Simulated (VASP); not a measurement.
Write the native input for VASP 6.6.1 that does the following.

```yaml
Task: G0W0 quasiparticle levels
Functional: PBE
Potentials_or_basis: VASP PAW PBE potentials, release 64 (C_GW)
Cutoff: 500 eV
k_mesh: 6 × 6 × 6
Occupations: gaussian, width 0.01 eV
Spin: no spin polarisation
Dipole_correction: no
GW_scheme: G0W0
GW_iterations: 1
Cutoff_of_the_response_function: 200
Frequency_points: 48
Empty_bands: 83
Further_INCAR_settings: ALGO = EVGW0; EDIFF = 1e-08; NBANDS = 87
```

Crystal: C.

```
CELL_PARAMETERS angstrom
0.00000 1.78012 1.78012
1.78012 0.00000 1.78012
1.78012 1.78012 0.00000
ATOMIC_POSITIONS crystal
C 0.00000 0.00000 0.00000
C 0.25000 0.25000 0.25000
```

These files were run (other wordings do the same):

POSCAR

```
C
1.0
    0.0000000000      1.7801241426      1.7801241426
    1.7801241426      0.0000000000      1.7801241426
    1.7801241426      1.7801241426      0.0000000000
C
2
Direct
    0.0000000000      0.0000000000      0.0000000000
    0.2500000000      0.2500000000      0.2500000000
```

INCAR.step1

```
SYSTEM = C
PREC = Accurate ; ENCUT = 500
EDIFF = 1E-8 ; ISMEAR = 0
SIGMA = 0.01 ; LREAL = .FALSE.
LASPH = .TRUE. ; NELM = 60
ALGO = Normal ; LWAVE = .TRUE.
LCHARG = .FALSE. ; GGA = PE
```

INCAR.step2

```
SYSTEM = C
PREC = Accurate ; ENCUT = 500
EDIFF = 1E-8 ; ISMEAR = 0
SIGMA = 0.01 ; LREAL = .FALSE.
LASPH = .TRUE. ; NELM = 1
ALGO = Exact ; LWAVE = .TRUE.
LCHARG = .FALSE. ; GGA = PE
NBANDS = 87 ; LOPTICS = .TRUE.
ISTART = 1
```

INCAR.step3

```
SYSTEM = C
PREC = Accurate ; ENCUT = 500
EDIFF = 1E-8 ; ISMEAR = 0
SIGMA = 0.01 ; LREAL = .FALSE.
LASPH = .TRUE. ; ALGO = EVGW0
LWAVE = .FALSE. ; LCHARG = .FALSE.
GGA = PE ; NELMGW = 1
NBANDS = 87 ; ENCUTGW = 200
NOMEGA = 48 ; PRECFOCK = Fast
ISTART = 1 ; NBANDSGW = 12
```

KPOINTS

```
Automatic mesh
0
G
  6 6 6
  0 0 0
```

Potentials or basis: VASP PAW PBE potentials, release 64 (C_GW).

Launch:

```console
$ cat potpaw_PBE.64/C_GW/POTCAR > POTCAR
$ cp INCAR.step1 INCAR
$ mpirun -np 1 vasp_std > vasp.out
$ cp INCAR.step2 INCAR
$ mpirun -np 1 vasp_std > vasp.out
$ cp INCAR.step3 INCAR
$ mpirun -np 1 vasp_std > vasp.out
```

It gave:

```yaml
Quasiparticle_gap: 5.52 eV
Least_direct_quasiparticle_gap: 7.36 eV
Band_gap_of_the_starting_levels_on_the_mesh: 4.17 eV
Least_direct_gap_of_the_starting_levels_on_the_mesh: 5.61 eV
```

Caveat: the k points lie up to 0.51 Å⁻¹ apart; bands, screening cutoff and mesh are small and nothing is extrapolated, so the quasiparticle values aren't converged.

Wall time 41 s on 1 thread of Intel(R) Xeon(R) 6975P-C (Granite Rapids) (shared host), peak memory 0.26 GiB.
